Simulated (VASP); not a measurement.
# Ag16P in VASP: further runs

Runs on Ag16P. Level: PBE+D3(BJ). Tasks: single point.

Program: VASP 6.6.1. These are calculated values, not measurements. Logs are shortened: lines on timing, memory, paths and dates and some standing lists are left out, and cuts for length are marked.

**1. The cell of the first run**

The cell holds a slab with vacuum, 17 atoms: a = 8.180 Å, b = 5.784 Å, c = 15.338 Å, α = 90.00°, β = 90.00°, γ = 90.00°.

**2. Single point, PBE+D3(BJ)**

The input, INCAR:

```
SYSTEM = Ag16P
PREC     = Accurate       ! precision mode
ENCUT    = 520            ! plane-wave cutoff, eV
EDIFF    = 1E-6           ! SCF threshold, eV
ISMEAR   = 0              ! smearing method
SIGMA    = 0.15           ! smearing width, eV
LREAL    = Auto         
LASPH    = .TRUE.         ! aspherical terms in the spheres
NELM     = 100            ! most SCF steps
ALGO     = Normal         ! electronic algorithm
ISIF     = 2              ! what is computed and relaxed
LWAVE    = .FALSE.        ! write WAVECAR
LCHARG   = .TRUE.         ! write CHGCAR
GGA      = PE             ! functional
IVDW     = 12             ! dispersion correction
LELF     = .TRUE.         ! ELF
LVHAR    = .TRUE.       
NBANDS   = 104            ! bands
```

The input, KPOINTS:

```
Automatic mesh
0
G
  2 3 1
  0 0 0
```

The input, POSCAR:

```
Ag16P
1.0
    8.1800000000      0.0000000000      0.0000000000
    0.0000000000      5.7841330000      0.0000000000
    0.0000000000      0.0000000000     15.3381000000
Ag P
16 1
Direct
    0.2500000000      0.2500000000      0.0651971000
    0.7500000000      0.2500000000      0.0651971000
    0.2500000000      0.7500000000      0.0651971000
    0.7500000000      0.7500000000      0.0651971000
   -0.0077520212     -0.0014053848      0.1549833239
    0.5075588936     -0.0012457500      0.1549136774
   -0.0078263693      0.5018593274      0.1548814420
    0.5076835899      0.5018719783      0.1548886087
    0.2498137308      0.2506730553      0.2400966582
    0.7497830675      0.2507726175      0.2639818676
    0.2497419842      0.7506635307      0.2511061095
    0.7497206556      0.7507854418      0.2691937066
    0.0119425192     -0.0009866401      0.3474734920
    0.4875003620     -0.0011896362      0.3475164278
    0.0118805268      0.5026977770      0.3474140494
    0.4875676318      0.5025573464      0.3474623362
    0.2496359474      0.2508901308      0.4015489230
```

Potentials or basis: VASP PAW PBE potentials, release 64 (Ag, P).

The run is started by

```sh
cat potpaw_PBE.64/Ag/POTCAR potpaw_PBE.64/P/POTCAR > POTCAR
mpirun -np 1 vasp_std > vasp.out
```

OUTCAR:

```text
SYSTEM = Ag16P
   PREC = Accurate
   ENCUT = 520
   EDIFF = 1E-6
   ISMEAR = 0
   LREAL = Auto
   LASPH = .TRUE.
   NELM = 100
   ISIF = 2
   GGA = PE
   IVDW = 12
 IVDW          = 12

 ion  position               nearest neighbor table
   1  0.250  0.250  0.065-   9 2.68   3 2.89   3 2.89   6 2.91   5 2.91   8 2.91   7 2.91
   2  0.750  0.250  0.065-   5 2.82   6 2.82   7 2.82   8 2.82   4 2.89   4 2.89  10 3.05
   3  0.250  0.750  0.065-  11 2.85   1 2.89   1 2.89   8 2.90   7 2.90   6 2.90   5 2.90
   4  0.750  0.750  0.065-   7 2.81   8 2.81   5 2.81   6 2.81   2 2.89   2 2.89  12 3.13
   5  0.992  0.999  0.155-   4 2.81   2 2.82   7 2.87   9 2.88   3 2.90   1 2.91   7 2.91  11 2.94
                            13 2.96  10 2.98  12 3.01
   6  0.508  0.999  0.155-   4 2.81   2 2.82   8 2.87   9 2.88   3 2.90   1 2.91   8 2.91  11 2.95
                            14 2.96  10 2.97  12 3.01
   7  0.992  0.502  0.155-   4 2.81   2 2.82   5 2.87   9 2.87   3 2.90   1 2.91   5 2.91  11 2.95
                            15 2.96  10 2.97  12 3.01
   8  0.508  0.502  0.155-   4 2.81   2 2.82   6 2.87   9 2.88   3 2.90   1 2.91   6 2.91  11 2.95
                            16 2.96  10 2.97  12 3.01
   9  0.250  0.251  0.240-  17 2.48   1 2.68   7 2.87   8 2.88   5 2.88   6 2.88  11 2.90  11 2.90
                            16 2.94  14 2.94  13 2.94  15 2.94
  10  0.750  0.251  0.264-  15 2.89  13 2.89  16 2.89  14 2.89  12 2.89  12 2.89   8 2.97   7 2.97
                             6 2.97   5 2.98   2 3.05
  11  0.250  0.751  0.251-  15 2.83  16 2.83  14 2.83  13 2.83   3 2.85   9 2.90   9 2.90   5 2.94
                             6 2.95   7 2.95   8 2.95
  12  0.750  0.751  0.269-  15 2.85  16 2.85  14 2.85  13 2.85  10 2.89  10 2.89   6 3.01   5 3.01
                             8 3.01   7 3.01   4 3.13
  13  0.012  0.999  0.347-  17 2.57  11 2.83  12 2.85  15 2.87  10 2.89  15 2.91   9 2.94   5 2.96

  14  0.488  0.999  0.348-  17 2.57  11 2.83  12 2.85  16 2.87  10 2.89  16 2.91   9 2.94   6 2.96

  15  0.012  0.503  0.347-  17 2.57  11 2.83  12 2.85  13 2.87  10 2.89  13 2.91   9 2.94   7 2.96

  16  0.488  0.503  0.347-  17 2.57  11 2.83  12 2.85  14 2.87  10 2.89  14 2.91   9 2.94   8 2.96

  17  0.250  0.251  0.402-   9 2.48  13 2.57  15 2.57  16 2.57  14 2.57

  LATTYP: Found a simple orthorhombic cell.
 ALAT       =     5.7841330000
 B/A-ratio  =     1.4142136773
 C/A-ratio  =     2.6517543770

  Lattice vectors:

 A1 = (   0.0000000000,  -5.7841330000,   0.0000000000)
 A2 = (   8.1800000000,   0.0000000000,   0.0000000000)
 A3 = (   0.0000000000,   0.0000000000,  15.3381000000)

Analysis of symmetry for initial positions (statically):
=====================================================================
 Subroutine PRICEL returns:
 Original cell was already a primitive cell.

 Routine SETGRP: Setting up the symmetry group for a
 simple orthorhombic supercell.

 Subroutine GETGRP returns: Found  1 space group operations
 (whereof  1 operations were pure point group operations)
 out of a pool of  8 trial point group operations.

The static configuration has the point symmetry C_1 .

Analysis of symmetry for dynamics (positions and initial velocities):
=====================================================================
 Subroutine PRICEL returns:
 Original cell was already a primitive cell.

 Routine SETGRP: Setting up the symmetry group for a
 simple orthorhombic supercell.

 Subroutine GETGRP returns: Found  1 space group operations
 (whereof  1 operations were pure point group operations)
 out of a pool of  8 trial point group operations.

The dynamic configuration has the point symmetry C_1 .

 Subroutine INISYM returns: Found  1 space group operations
 (whereof  1 operations are pure point group operations),
 and found     1 'primitive' translations

----------------------------------------------------------------------------------------

                                     Primitive cell

  volume of cell :     725.7101

  direct lattice vectors                    reciprocal lattice vectors
     8.180000000  0.000000000  0.000000000     0.122249389  0.000000000  0.000000000
     0.000000000  5.784133000  0.000000000     0.000000000  0.172886758  0.000000000
     0.000000000  0.000000000 15.338100000     0.000000000  0.000000000  0.065197124

  length of vectors
     8.180000000  5.784133000 15.338100000     0.122249389  0.172886758  0.065197124

  position of ions in fractional coordinates (direct lattice)
     0.250000000  0.250000000  0.065197100
     0.750000000  0.250000000  0.065197100
     0.250000000  0.750000000  0.065197100
     0.750000000  0.750000000  0.065197100
     0.992247979  0.998594615  0.154983324
     0.507558894  0.998754250  0.154913677
[... 9 lines left out ...]
     0.487567632  0.502557346  0.347462336
     0.249635947  0.250890131  0.401548923

  ion indices of the primitive-cell ions
   primitive index   ion index
                 1           1
                 2           2
                 3           3
                 4           4
                 5           5
                 6           6
[... 9 lines left out ...]
                16          16
                17          17

----------------------------------------------------------------------------------------

 KPOINTS: Automatic mesh

Automatic generation of k-mesh.
 Grid dimensions read from file:
 generate k-points for:    2    3    1

 Generating k-lattice:

  Cartesian coordinates                     Fractional coordinates (reciprocal lattice)
     0.061124694  0.000000000  0.000000000     0.500000000  0.000000000  0.000000000
     0.000000000  0.057628919  0.000000000     0.000000000  0.333333333  0.000000000
     0.000000000  0.000000000  0.065197124     0.000000000  0.000000000  1.000000000

  Length of vectors
     0.061124694  0.057628919  0.065197124

  Shift w.r.t. Gamma in fractional coordinates (k-lattice)
     0.000000000  0.000000000  0.000000000

 Subroutine IBZKPT returns following result:
 ===========================================

 Found      4 irreducible k-points:

 Following reciprocal coordinates:
            Coordinates               Weight
  0.000000  0.000000  0.000000      1.000000
  0.500000  0.000000  0.000000      1.000000
  0.000000  0.333333  0.000000      2.000000
  0.500000  0.333333  0.000000      2.000000
   k-points           NKPTS =      4   k-points in BZ     NKDIM =      4   number of bands    NBANDS=    104
   number of dos      NEDOS =    301   number of ions     NIONS =     17
   total plane-waves  NPLWV = 368640
   dimension x,y,z NGX =    64 NGY =   48 NGZ =  120
   dimension x,y,z NGXF=   128 NGYF=   96 NGZF=  240
   ions per type =              16   1
   NGX,Y,Z   is equivalent  to a cutoff of  13.01, 13.80, 13.01 a.u.
   NGXF,Y,Z  is equivalent  to a cutoff of  26.01, 27.59, 26.01 a.u.
 SYSTEM =  Ag16P
   PREC   = accura    normal or accurate (medium, high low for compatibility)
   ISTART =      0    job   : 0-new  1-cont  2-samecut
   ICHARG =      2    charge: 1-file 2-atom 10-const
   ISPIN  =      1    spin polarized calculation?
   LNONCOLLINEAR =      F non collinear calculations
   LSORBIT =      F    spin-orbit coupling
   LASPH  =      T    aspherical Exc in radial PAW
   ENCUT  =  520.0 eV  38.22 Ry    6.18 a.u.  15.21 10.75 28.52*2*pi/ulx,y,z
   NELM   =    100;   NELMIN=  2; NELMDL= -5     # of ELM steps
   EDIFF  = 0.1E-05   stopping-criterion for ELM
   LREAL  =      T    real-space projection
   EDIFFG = 0.1E-04   stopping-criterion for IOM
   NSW    =      0    number of steps for IOM
[... 5 lines left out ...]
   TEBEG  =    0.0;   TEEND  =   0.0 temperature during run
   PSTRESS=    0.0 pullay stress
   NELECT =     181.0000    total number of electrons
   NUPDOWN=      -1.0000    fix difference up-down
   EMIN   =  10.00;   EMAX   =-10.00  energy-range for DOS
   EFERMI =   0.00;   METHOD = LEGACY
   ISMEAR =     0;   SIGMA  =   0.15  broadening in eV -4-tet -1-fermi 0-gaus
   EFERMI_NEDOS =   21; number of points for ismear=-14 and -15
   IALGO  =     38    algorithm
   IMIX   =      4    mixing-type and parameters
     AMIX     =   0.40;   BMIX     =  1.00
     AMIX_MAG =   1.60;   BMIX_MAG =  1.00
  volume/ion in A,a.u.               =      42.69       288.08
  Fermi-wavevector in a.u.,A,eV,Ry     =   1.030497  1.947357 14.448348  1.061924
  Thomas-Fermi vector in A             =   2.164598
   LORBIT       =      0    0 simple, 1 ext, 2 COOP (PROOUT), +10 PAW based schemes
   GGA     = PE    functional components
   LHFCALC =     F    Hartree Fock is set to
   AEXX    =    0.0000 exact exchange contribution
   IVDW    =    12    specifies the selected vdW correction
   LEPSILON=     F    determine dielectric tensor
   LRPA    =     F    only Hartree local field effects (RPA)
 non-spin polarized calculation
 Gauss-broadening in eV      SIGMA  =   0.15
  energy-cutoff  :      520.00
  volume of cell :      725.71
 maximum number of plane-waves:     19590
 NGX is ok and might be reduce to    64
   NGX = 31   NGY = 21   NGZ = 57

 number of electron     180.9999980 magnetization

 Free energy of the ion-electron system (eV)
  ---------------------------------------------------
  ext. energy  EPLUGINS =         0.00000000
  ---------------------------------------------------
  free energy    TOTEN  =       -43.41138736 eV

  energy without entropy =      -43.29424683  energy(sigma->0) =      -43.35281709

 E-fermi :   0.7400     XC(G=0):  -5.9907

 val. band max:        0.7221415047   @ k =   0.5000   0.0000   0.0000
 cond. band min:       0.7628820531   @ k =   0.5000   0.3333   0.0000
 fundamental gap:      0.0407405484
 Fermi energy:         0.7399846845

 k-point     1 :       0.0000    0.0000    0.0000
  band No.  band energies     occupation
      1      -9.7119      2.00000
      2      -6.0095      2.00000
      3      -5.5078      2.00000
      4      -5.4184      2.00000
      5      -5.3833      2.00000
      6      -5.2786      2.00000
[... 94 lines left out ...]
    101       4.0777      0.00000
    102       4.3409      0.00000

 k-point     2 :       0.5000    0.0000    0.0000
  band No.  band energies     occupation
      1      -9.7050      2.00000
      2      -5.6958      2.00000
      3      -5.6463      2.00000
      4      -5.4782      2.00000
      5      -5.3167      2.00000
      6      -5.2704      2.00000
[... 304 lines left out ...]
    101       3.9905      0.00000
    102       4.4323      0.00000
 [bands above 102 left out]

------------------------ aborting loop because EDIFF is reached ----------------------------------------

 Edisp (eV)   -6.21943

 E8    (eV) :    -2.8288

  FORCE on cell =-STRESS in cart. coord.  units (eV):
  Direction    XX          YY          ZZ          XY          YZ          ZX
  --------------------------------------------------------------------------------------
  -------------------------------------------------------------------------------------
  Total      -8.02159    -7.40534    -0.51779     0.00407    -0.02475     0.03157
  in kB     -17.70956   -16.34905    -1.14314     0.00898    -0.05463     0.06970
  external pressure =      -11.73 kB  Pullay stress =        0.00 kB

 VOLUME and BASIS-vectors are now :
 -----------------------------------------------------------------------------
  energy-cutoff  :      520.00
  volume of cell :      725.71
      direct lattice vectors                 reciprocal lattice vectors
     8.180000000  0.000000000  0.000000000     0.122249389  0.000000000  0.000000000
     0.000000000  5.784133000  0.000000000     0.000000000  0.172886758  0.000000000
     0.000000000  0.000000000 15.338100000     0.000000000  0.000000000  0.065197124

 POSITION                                       TOTAL-FORCE (eV/Angst)
 -----------------------------------------------------------------------------------
      2.04500      1.44603      1.00000        -0.002412      0.001406     -0.148384
      6.13500      1.44603      1.00000        -0.001181      0.000524      0.069933
      2.04500      4.33810      1.00000        -0.001838      0.000151      0.170679
      6.13500      4.33810      1.00000        -0.003026      0.004834     -0.077073
      8.11659      5.77600      2.37715        -0.003125     -0.001056     -0.001328
      4.15183      5.77693      2.37608         0.003475     -0.005295      0.001293
[... 9 lines left out ...]
      3.98830      2.90686      5.32941        -0.012213     -0.004587     -0.006711
      2.04202      1.45118      6.15900         0.003041     -0.001714     -0.012800
 -----------------------------------------------------------------------------------
    total drift:                                0.004223      0.004129      0.009307

  FREE ENERGIE OF THE ION-ELECTRON SYSTEM (eV)
  ---------------------------------------------------
  free  energy   TOTEN  =       -49.6308201811 eV

  energy  without entropy=      -49.5136796566  energy(sigma->0) =      -49.57224992
```

Wall time 11 min (1 thread of Intel Xeon Platinum 8259CL at 2.50GHz (Skylake/Cascade Lake), shared host); peak memory 0.81 GiB.

What came out:

```yaml
Free_energy: -49.6308 eV
Largest_force: 0.171 eV/Å
Band_gap_on_the_k_mesh: zero (an odd number of electrons rules out a gap without spin polarisation)
Dispersion_energy_per_atom: -0.366 eV
```

Forces on the atoms (eV/Å):
```
Ag  -0.002  0.001 -0.148
Ag  -0.001  0.001  0.070
Ag  -0.002  0.000  0.171
Ag  -0.003  0.005 -0.077
Ag  -0.003 -0.001 -0.001
Ag   0.003 -0.005  0.001
Ag   0.001  0.002  0.003
Ag  -0.002  0.004  0.004
Ag   0.003 -0.001  0.015
Ag  -0.001 -0.003 -0.002
Ag   0.004 -0.001  0.008
Ag   0.001 -0.002 -0.005
Ag   0.012  0.003 -0.006
Ag  -0.012  0.007 -0.009
Ag   0.012 -0.004 -0.004
Ag  -0.012 -0.005 -0.007
P    0.003 -0.002 -0.013
```

Levels at points of the mesh, in eV from the Fermi level:
```
           k point  band 86  band 87  band 88  band 89  band 90  band 91  band 92  band 93  band 94  band 95
(0.00, 0.00, 0.00)    -1.45    -1.31    -1.00    -0.31    -0.22    -0.03     0.09     0.55     1.05     1.16
(0.50, 0.00, 0.00)    -1.42    -0.97    -0.45    -0.02     0.21     0.23     0.37     0.37     0.82     1.00
```

Caveat: the k points lie up to 0.38 Å⁻¹ apart, too coarse for converged energies and pressures of a metal; there is no dipole correction, which matters where the two faces differ.

**3. Single point, PBE+D3(BJ)**

The input, INCAR:

```
SYSTEM = Ag16P
ALGO = Normal ; EDIFF = 1E-6
ENCUT = 520 ; GGA = PE
ISIF = 2 ; ISMEAR = 0
IVDW = 12 ; LASPH = .True.
LCHARG = .False. ; LREAL = Auto
LWAVE = .False. ; NBANDS = 104
NELM = 100 ; PREC = Accurate
SIGMA = 0.15
```

The input, KPOINTS:

```
k-points
0
Gamma
  2 3 1
  0 0 0
```

The input, POSCAR:

```
Ag16P
1.0
    8.1800000000      0.0000000000      0.0000000000
    0.0000000000      5.7841330000      0.0000000000
    0.0000000000      0.0000000000     15.3381000000
Ag P
16 1
Direct
    0.2500000000      0.2499999568      0.0651971235
    0.7500000000      0.2499999568      0.0651971235
    0.2500000000      0.7500000432      0.0651971235
    0.7500000000      0.7500000432      0.0651971235
   -0.0077520782     -0.0014053965      0.1549833421
    0.5075589242     -0.0012458220      0.1549137116
   -0.0078264059      0.5018593106      0.1548814390
    0.5076836186      0.5018719314      0.1548886107
    0.2498136919      0.2506730049      0.2400966873
    0.7497831296      0.2507725877      0.2639818491
    0.2497419315      0.7506635826      0.2511061344
    0.7497206601      0.7507854678      0.2691937072
    0.0119425428     -0.0009866647      0.3474734811
    0.4875003667     -0.0011896338      0.3475164460
    0.0118805623      0.5026978114      0.3474140213
    0.4875676039      0.5025574274      0.3474623324
    0.2496359413      0.2508901507      0.4015488881
```

Potentials or basis: VASP PAW PBE potentials, release 64 (Ag, P).

The run is started by

```sh
cat potpaw_PBE.64/Ag/POTCAR potpaw_PBE.64/P/POTCAR > POTCAR
mpirun -np 1 vasp_std > vasp.out
```

It took 11 min on 1 thread of Intel Xeon Platinum 8259CL at 2.50GHz (Skylake/Cascade Lake), shared host; peak memory 0.8 GiB.

Results (log left out):

- Free energy: -49.6308 eV
- Largest force: 0.171 eV/Å
- Band gap on the k mesh: zero (an odd number of electrons rules out a gap without spin polarisation)
- Dispersion energy per atom: -0.366 eV

Forces in eV/Å, atoms in the order of the input:
```
Ag  -0.002  0.001 -0.148
Ag  -0.001  0.001  0.070
Ag  -0.002  0.000  0.171
Ag  -0.003  0.005 -0.077
Ag  -0.003 -0.001 -0.001
Ag   0.003 -0.005  0.001
Ag   0.001  0.002  0.003
Ag  -0.002  0.004  0.004
Ag   0.003 -0.001  0.015
Ag  -0.001 -0.003 -0.002
Ag   0.004 -0.001  0.008
Ag   0.001 -0.002 -0.005
Ag   0.012  0.003 -0.006
Ag  -0.012  0.007 -0.009
Ag   0.012 -0.004 -0.004
Ag  -0.012 -0.005 -0.007
P    0.003 -0.002 -0.013
```

Levels at points of the mesh, in eV from the Fermi level:
```
           k point  band 88  band 89  band 90  band 91  band 92  band 93
(0.00, 0.00, 0.00)    -1.00    -0.31    -0.22    -0.03     0.09     0.55
(0.50, 0.00, 0.00)    -0.45    -0.02     0.21     0.23     0.37     0.37
```

Caveat: the k points lie up to 0.38 Å⁻¹ apart, too coarse for converged energies and pressures of a metal; there is no dipole correction, which matters where the two faces differ.

The gap in the log of VASP goes by the Fermi energy; the results here count the filled bands.